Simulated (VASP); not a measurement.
A run of VASP 6.6.1 is set up as follows.

Contents of INCAR:

```
  ALGO = Normal
  EDIFF = 1E-7
  EDIFFG = -0.04
  ENCUT = 600
  GGA = PE
  IBRION = 2
  ISIF = 3
  ISMEAR = 0
  LASPH = T
  LCHARG = F
  LREAL = F
  LWAVE = F
  NELM = 60
  NSW = 90
  PREC = Accurate
  SIGMA = 0.1
```

File KPOINTS:

```
k-points
0
Gamma
  4 4 4
```

File POSCAR:

```
Ta
1.0
    0.0000000000      3.7837407600      3.7837407600
    3.7837407600      0.0000000000      3.7837407600
    3.7837407600      3.7837407600      0.0000000000
Ta
3
Direct
    0.5000000000      0.5000000000      0.5000000000
    0.2500000000      0.2500000000      0.2500000000
    0.7500000000      0.7500000000      0.7500000000
```

Potentials or basis: VASP PAW PBE potentials, release 64 (Ta_pv).

The run is started by

```console
$ cat potpaw_PBE.64/Ta_pv/POTCAR > POTCAR
$ mpirun -np 1 vasp_std > vasp.out
```

(1) Predict the relaxed volume.

(2) What does it give for the relaxed cell?

(3) Estimate the space group after relaxing (to 0.05 Å).

Results:

(1) 21.56 Å³/atom.

(2) a = 4.506 Å, b = 4.506 Å, c = 4.506 Å, α = 60.00°, β = 60.00°, γ = 60.00°.

(3) Fm-3m (No. 225).

Caveat: the volume moved by over 15 % at a fixed basis, so the end points are rough.
